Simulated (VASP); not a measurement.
A run of VASP 6.6.1:

File INCAR:

```
ALGO = Normal
EDIFF = 1E-6
EDIFFG = -0.001
ENCUT = 520
GGA = CA
IBRION = 2
ISIF = 2
ISMEAR = 1
LASPH = T
LCHARG = F
LREAL = F
LWAVE = F
NELM = 60
NSW = 80
PREC = Accurate
SIGMA = 0.02
```

File KPOINTS:

```
k-points
0
Gamma
  5 5 5
```

Contents of POSCAR:

```
ZnAu
1.0
    3.1470000000      0.0000000000      0.0000000000
    0.0000000000      3.1470000000      0.0000000000
    0.0000000000      0.0000000000      3.1470000000
Zn Au
1 1
Selective dynamics
Direct
    0.5000000000      0.5000000000      0.5000000000  F F F
    0.0158900000      0.0158900000      0.0000000000  T T T
```

Potentials or basis: VASP PAW LDA potentials, release 64 (Zn, Au).

Command:

```console
$ cat potpaw_LDA.64/Zn/POTCAR potpaw_LDA.64/Au/POTCAR > POTCAR
$ mpirun -np 1 vasp_std > vasp.out
```

Hardware: 1 thread of AMD EPYC 7R13, on a shared host.

Problem. How long does it take, and how much memory?

Solution. Wall time 100 s on 1 thread of AMD EPYC 7R13 (shared host), peak memory 0.11 GiB. Counts: scf iterations 85, k points 27, ion steps 19.
